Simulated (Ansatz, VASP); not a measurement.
# One calculation of TaTlO2, two programs

```
Ta Tl O
1.0
     3.67623    0.00000    0.00000
    -1.83812    3.18371    0.00000
     0.00000    0.00000    5.93985
Ta Tl O
1 1 2
Direct
  0.00000 0.00000 0.50000
  0.00000 0.00000 0.00000
  0.33333 0.66667 0.50000
  0.66667 0.33333 0.50000
```

Alike in both runs: functional PBE; k mesh 6 × 6 × 2; occupations gaussian, width 0.1 eV; no spin polarisation.

Ansatz relaxed the structure, and its values are those at the end. VASP's run is a single point on that final structure, the one shown.

|  | VASP | Ansatz |
| --- | --- | --- |
| version | VASP 6.6.1 | Ansatz 0.2.0 |
| potentials or method | VASP PAW PBE potentials, release 64 (Ta_sv_GW, Tl_d, O), cutoff 700 eV | scalar-relativistic, plane waves, PAW |
| valence electrons in the cell | 38 | 38 |

```csv
,VASP,Ansatz,Ansatz less VASP
gap on the k mesh at the Fermi level (eV),none,none,-
pressure (GPa),-0.3,-0.1,+0.18
```

A gap of «none» marks a metal or a gap that the smearing closes.

The k mesh is coarse, so the values compare programs but aren't converged. Neither program's run includes spin-orbit coupling.
